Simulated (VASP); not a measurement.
# HfO2 (Fm-3m) in VASP: further runs

The runs below take HfO2 through single point, relaxation of cell and atoms, with PBEsol.

All numbers are computed with VASP 6.6.1; they aren't measurements. Logs are shortened: lines on timing, memory, paths and dates and some standing lists are left out, and cuts for length are marked.

**1. The cell of the first run**

The structure is cubic, space group Fm-3m (No. 225). The conventional cell has a = 5.047 Å, b = 5.047 Å, c = 5.047 Å, α = 90.00°, β = 90.00°, γ = 90.00°. Hf (site symmetry m-3m) has 8 O at 2.19 Å within 2.9 Å. O (site symmetry -43m) has 4 Hf at 2.19 Å and 6 O at 2.52 Å within 2.9 Å.

**2. Single point, PBEsol**

INCAR reads:

```
PREC = Accurate
ENCUT = 520
EDIFF = 1E-6
ISMEAR = 0
SIGMA = 0.1
LREAL = F
LASPH = T
NELM = 100
ALGO = Normal
ISIF = 2
LWAVE = F
LCHARG = T
GGA = PS
LELF = T
LVHAR = T
NBANDS = 18
```

KPOINTS reads:

```
Automatic mesh
0
Gamma
  6 6 6
```

POSCAR reads:

```
HfO2
1.0
    0.0000000000      2.5234995086      2.5234995086
    2.5234995086      0.0000000000      2.5234995086
    2.5234995086      2.5234995086      0.0000000000
Hf O
1 2
Direct
    0.0000000000      0.0000000000      0.0000000000
    0.2500000000      0.2500000000      0.2500000000
    0.7500000000      0.7500000000      0.7500000000
```

Potentials or basis: VASP PAW PBE potentials, release 64 (Hf_pv, O).

Launch:

```bash
> cat potpaw_PBE.64/Hf_pv/POTCAR potpaw_PBE.64/O/POTCAR > POTCAR
> mpirun -np 1 vasp_std > vasp.out
```

OUTCAR:

```text
PREC = Accurate
   ENCUT = 520
   EDIFF = 1E-6
   ISMEAR = 0
   LREAL = F
   LASPH = T
   NELM = 100
   ISIF = 2
   GGA = PS

 ion  position               nearest neighbor table
   1  0.000  0.000  0.000-   3 2.19   3 2.19   3 2.19   2 2.19   2 2.19   2 2.19   3 2.19   2 2.19

   2  0.250  0.250  0.250-   1 2.19   1 2.19   1 2.19   1 2.19
   3  0.750  0.750  0.750-   1 2.19   1 2.19   1 2.19   1 2.19

  LATTYP: Found a face centered cubic cell.
 ALAT       =     5.0469990172

  Lattice vectors:

 A1 = (   0.0000000000,   2.5234995086,   2.5234995086)
 A2 = (   2.5234995086,   0.0000000000,   2.5234995086)
 A3 = (   2.5234995086,   2.5234995086,   0.0000000000)

Analysis of symmetry for initial positions (statically):
=====================================================================
 Subroutine PRICEL returns:
 Original cell was already a primitive cell.

 Routine SETGRP: Setting up the symmetry group for a
 face centered cubic supercell.

 Subroutine GETGRP returns: Found 48 space group operations
 (whereof 48 operations were pure point group operations)
 out of a pool of 48 trial point group operations.

The static configuration has the point symmetry O_h .

Analysis of symmetry for dynamics (positions and initial velocities):
=====================================================================
 Subroutine PRICEL returns:
 Original cell was already a primitive cell.

 Routine SETGRP: Setting up the symmetry group for a
 face centered cubic supercell.

 Subroutine GETGRP returns: Found 48 space group operations
 (whereof 48 operations were pure point group operations)
 out of a pool of 48 trial point group operations.

The dynamic configuration has the point symmetry O_h .

 Subroutine INISYM returns: Found 48 space group operations
 (whereof 48 operations are pure point group operations),
 and found     1 'primitive' translations

----------------------------------------------------------------------------------------

                                     Primitive cell

  volume of cell :      32.1395

  direct lattice vectors                    reciprocal lattice vectors
     0.000000000  2.523499509  2.523499509    -0.198137546  0.198137546  0.198137546
     2.523499509  0.000000000  2.523499509     0.198137546 -0.198137546  0.198137546
     2.523499509  2.523499509  0.000000000     0.198137546  0.198137546 -0.198137546

  length of vectors
     3.568767230  3.568767230  3.568767230     0.343184297  0.343184297  0.343184297

  position of ions in fractional coordinates (direct lattice)
     0.000000000  0.000000000  0.000000000
     0.250000000  0.250000000  0.250000000
     0.750000000  0.750000000  0.750000000

  ion indices of the primitive-cell ions
   primitive index   ion index
                 1           1
                 2           2
                 3           3

----------------------------------------------------------------------------------------

 KPOINTS: Automatic mesh

Automatic generation of k-mesh.
 Grid dimensions read from file:
 generate k-points for:    6    6    6

 Generating k-lattice:

  Cartesian coordinates                     Fractional coordinates (reciprocal lattice)
    -0.033022924  0.033022924  0.033022924     0.166666667  0.000000000  0.000000000
     0.033022924 -0.033022924  0.033022924     0.000000000  0.166666667  0.000000000
     0.033022924  0.033022924 -0.033022924     0.000000000  0.000000000  0.166666667

  Length of vectors
     0.057197383  0.057197383  0.057197383

  Shift w.r.t. Gamma in fractional coordinates (k-lattice)
     0.000000000  0.000000000  0.000000000

 Subroutine IBZKPT returns following result:
 ===========================================

 Found     16 irreducible k-points:

 Following reciprocal coordinates:
            Coordinates               Weight
  0.000000  0.000000  0.000000      1.000000
  0.166667  0.000000  0.000000      8.000000
  0.333333  0.000000  0.000000      8.000000
  0.500000  0.000000  0.000000      4.000000
  0.166667  0.166667  0.000000      6.000000
  0.333333  0.166667  0.000000     24.000000
[... 8 lines left out ...]
 -0.333333  0.333333  0.166667     24.000000
 -0.333333  0.500000  0.166667     12.000000
   k-points           NKPTS =     16   k-points in BZ     NKDIM =     16   number of bands    NBANDS=     18
   number of dos      NEDOS =    301   number of ions     NIONS =      3
   total plane-waves  NPLWV =  21952
   dimension x,y,z NGX =    28 NGY =   28 NGZ =   28
   dimension x,y,z NGXF=    56 NGYF=   56 NGZF=   56
   ions per type =               1   2
   NGX,Y,Z   is equivalent  to a cutoff of  13.04, 13.04, 13.04 a.u.
   NGXF,Y,Z  is equivalent  to a cutoff of  26.09, 26.09, 26.09 a.u.
 SYSTEM =  unknown system
   PREC   = accura    normal or accurate (medium, high low for compatibility)
   ISTART =      0    job   : 0-new  1-cont  2-samecut
   ICHARG =      2    charge: 1-file 2-atom 10-const
   ISPIN  =      1    spin polarized calculation?
   LNONCOLLINEAR =      F non collinear calculations
   LSORBIT =      F    spin-orbit coupling
   LASPH  =      T    aspherical Exc in radial PAW
   ENCUT  =  520.0 eV  38.22 Ry    6.18 a.u.   6.64  6.64  6.64*2*pi/ulx,y,z
   NELM   =    100;   NELMIN=  2; NELMDL= -5     # of ELM steps
   EDIFF  = 0.1E-05   stopping-criterion for ELM
   LREAL  =      F    real-space projection
   EDIFFG = 0.1E-04   stopping-criterion for IOM
   NSW    =      0    number of steps for IOM
   IBRION =     -1    ionic relax: 0-MD 1-quasi-New 2-CG
   NFREE  =      0    steps in history (QN), initial steepest desc. (CG)
   ISIF   =      2    stress and relaxation
   ISYM   =      2    0-nonsym 1-usesym 2-fastsym
   POTIM  = 0.5000    time-step for ionic-motion
   TEBEG  =    0.0;   TEEND  =   0.0 temperature during run
   PSTRESS=    0.0 pullay stress
   NELECT =      22.0000    total number of electrons
   NUPDOWN=      -1.0000    fix difference up-down
   EMIN   =  10.00;   EMAX   =-10.00  energy-range for DOS
   EFERMI =   0.00;   METHOD = LEGACY
   ISMEAR =     0;   SIGMA  =   0.10  broadening in eV -4-tet -1-fermi 0-gaus
   EFERMI_NEDOS =   21; number of points for ismear=-14 and -15
   IALGO  =     38    algorithm
   IMIX   =      4    mixing-type and parameters
     AMIX     =   0.40;   BMIX     =  1.00
     AMIX_MAG =   1.60;   BMIX_MAG =  1.00
  volume/ion in A,a.u.               =      10.71        72.30
  Fermi-wavevector in a.u.,A,eV,Ry     =   1.442788  2.726474 28.322391  2.081637
  Thomas-Fermi vector in A             =   2.561269
   LORBIT       =      0    0 simple, 1 ext, 2 COOP (PROOUT), +10 PAW based schemes
   GGA     = PS    functional components
   LHFCALC =     F    Hartree Fock is set to
   AEXX    =    0.0000 exact exchange contribution
   IVDW    =     0    specifies the selected vdW correction
   LEPSILON=     F    determine dielectric tensor
   LRPA    =     F    only Hartree local field effects (RPA)
 non-spin polarized calculation
 Gauss-broadening in eV      SIGMA  =   0.10
  energy-cutoff  :      520.00
  volume of cell :       32.14
 maximum number of plane-waves:       893
 NGX is ok and might be reduce to    28
   NGX = 13   NGY = 13   NGZ = 13

 number of electron      21.9999993 magnetization

 Free energy of the ion-electron system (eV)
  ---------------------------------------------------
  ext. energy  EPLUGINS =         0.00000000
  ---------------------------------------------------
  free energy    TOTEN  =       -31.63084565 eV

  energy without entropy =      -31.63084565  energy(sigma->0) =      -31.63084565

 E-fermi :   4.6752     XC(G=0): -12.1778

 val. band max:        4.2488094505   @ k =   0.5000   0.5000   0.0000
 cond. band min:       7.9550351880   @ k =   0.5000   0.5000   0.0000
 fundamental gap:      3.7062257375
 Fermi energy:         4.6752219921

 k-point     1 :       0.0000    0.0000    0.0000
  band No.  band energies     occupation
      1     -25.3153      2.00000
      2     -25.3153      2.00000
      3     -25.3153      2.00000
      4     -14.5257      2.00000
      5     -11.3562      2.00000
      6      -1.2370      2.00000
[... 10 lines left out ...]
     17      14.8402      0.00000
     18      17.8513      0.00000

 k-point     2 :       0.1667    0.0000    0.0000
  band No.  band energies     occupation
      1     -25.4400      2.00000
      2     -25.3289      2.00000
      3     -25.3289      2.00000
      4     -14.1517      2.00000
      5     -11.6530      2.00000
      6      -0.9724      2.00000
[... 10 lines left out ...]
     17      14.3893      0.00000
     18      17.5246      0.00000

 k-point     3 :       0.3333    0.0000    0.0000
  band No.  band energies     occupation
      1     -25.6743      2.00000
      2     -25.3559      2.00000
      3     -25.3559      2.00000
      4     -13.4636      2.00000
      5     -12.0556      2.00000
      6      -0.4357      2.00000
[... 10 lines left out ...]
     17      13.8530      0.00000
     18      16.4186      0.00000

 k-point     4 :       0.5000    0.0000    0.0000
  band No.  band energies     occupation
      1     -25.7848      2.00000
      2     -25.3693      2.00000
      3     -25.3693      2.00000
      4     -13.2462      2.00000
      5     -12.0677      2.00000
      6      -0.1858      2.00000
[... 207 lines left out ...]
      4     -12.8190      2.00000
      5     -12.4009      2.00000
      6      -0.8664      2.00000
[... 10 lines left out ...]
     17      15.1528      0.00000
     18      17.6393      0.00000

 k-point    15 :      -0.3333    0.3333    0.1667
  band No.  band energies     occupation
      1     -25.6822      2.00000
      2     -25.5699      2.00000
      3     -25.4208      2.00000
      4     -12.6664      2.00000
      5     -12.3692      2.00000
      6      -0.8557      2.00000
[... 10 lines left out ...]
     17      15.9801      0.00000
     18      17.6190      0.00000

 k-point    16 :      -0.3333    0.5000    0.1667
  band No.  band energies     occupation
      1     -25.7237      2.00000
      2     -25.5427      2.00000
      3     -25.4509      2.00000
      4     -12.5858      2.00000
      5     -12.3500      2.00000
      6      -1.7818      2.00000
[... 10 lines left out ...]
     17      17.2565      0.00000
     18      17.7826      0.00000

------------------------ aborting loop because EDIFF is reached ----------------------------------------

  FORCE on cell =-STRESS in cart. coord.  units (eV):
  Direction    XX          YY          ZZ          XY          YZ          ZX
  --------------------------------------------------------------------------------------
  -------------------------------------------------------------------------------------
  Total       -0.8432454     -0.8432454     -0.8432454      0.0000000      0.0000000      0.0000000
  in kB      -42.0363405    -42.0363405    -42.0363405      0.0000000      0.0000000      0.0000000
  external PRESSURE =     -42.0363405 kB  Pullay stress =       0.0000000 kB

 VOLUME and BASIS-vectors are now :
 -----------------------------------------------------------------------------
  energy-cutoff  :      520.00
  volume of cell :       32.14
      direct lattice vectors                 reciprocal lattice vectors
     0.000000000  2.523499509  2.523499509    -0.198137546  0.198137546  0.198137546
     2.523499509  0.000000000  2.523499509     0.198137546 -0.198137546  0.198137546
     2.523499509  2.523499509  0.000000000     0.198137546  0.198137546 -0.198137546

 POSITION                                       TOTAL-FORCE (eV/Angst)
 -----------------------------------------------------------------------------------
      0.00000      0.00000      0.00000         0.000000     -0.000000      0.000000
      1.26175      1.26175      1.26175        -0.000000     -0.000000      0.000000
      3.78525      3.78525      3.78525         0.000000      0.000000     -0.000000
 -----------------------------------------------------------------------------------
    total drift:                                0.000000      0.000000      0.000000

  FREE ENERGIE OF THE ION-ELECTRON SYSTEM (eV)
  ---------------------------------------------------
  free  energy   TOTEN  =       -31.6308456470 eV

  energy  without entropy=      -31.6308456470  energy(sigma->0) =      -31.63084565
```

Wall time 6.3 s (1 thread of Intel Xeon 6975P-C (Granite Rapids), shared host); peak memory 0.16 GiB.

Results:

| Quantity | Value |
| --- | --- |
| Free energy | -31.6308 eV |
| Pressure | -4.2 GPa |
| Band gap on the k mesh | 3.71 eV, direct |

Levels at points of the mesh, in eV from the valence-band top:
```
           k point  band 8  band 9  band 10  band 11  band 12  band 13  band 14  band 15
(0.00, 0.00, 0.00)   -5.49   -0.62    -0.62    -0.62     3.81     3.81     5.75    10.59
(0.50, 0.00, 0.00)   -3.11   -2.81    -1.87    -1.87     4.57     4.57     7.08     8.88
(0.50, 0.50, 0.00)   -3.53   -1.57    -1.57     0.00     3.71     5.50     6.72     8.25
```

Caveat: the PAW data sets were made with another functional, which shifts forces and pressure a little; spin-orbit coupling is left out, which moves the levels of the heavy elements. A k mesh can miss the band edges.

[end of part 1 of 3]
